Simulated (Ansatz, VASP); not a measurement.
## One calculation of SnO2, two programs

```
CELL_PARAMETERS angstrom
1.56653 0.90443 5.11552
-1.56653 0.90443 5.11552
0.00000 -1.80887 5.11552
ATOMIC_POSITIONS crystal
Sn 0.50000 0.50000 0.50000
O 0.23717 0.23717 0.23717
O 0.76283 0.76283 0.76283
```

Alike in both runs: task single point; functional LDA; k mesh 12 × 12 × 12; occupations gaussian, width 0.05 eV; no spin polarisation.

```csv
,VASP,Ansatz
version,VASP 6.6.1,Ansatz 0.2.0
potentials or method,"VASP PAW LDA potentials, release 64 (Sn_d, O), cutoff 520 eV","scalar-relativistic, plane waves, PAW"
valence electrons in the cell,26,26
```

Ansatz gave:

* gap on the k mesh at the Fermi level (eV): 2.36
* least direct gap on the mesh (eV): 2.58
* pressure (GPa): -3.8
* traceless stress, the component that is largest in VASP (GPa): -5.97
* rms of the force components (eV/Å): 0.480

Question: What did VASP give for the same quantities?

Answer: gap on the k mesh at the Fermi level (eV): 2.35; least direct gap on the mesh (eV): 2.58; pressure (GPa): -3.0; traceless stress, the component that is largest in VASP (GPa): -6.42; rms of the force components (eV/Å): 0.445.

LDA's correlation is that of Perdew and Zunger in VASP and of Perdew and Wang (1992) in Ansatz. Atom by atom the forces differ by 0.035 eV/Å (rms over components).
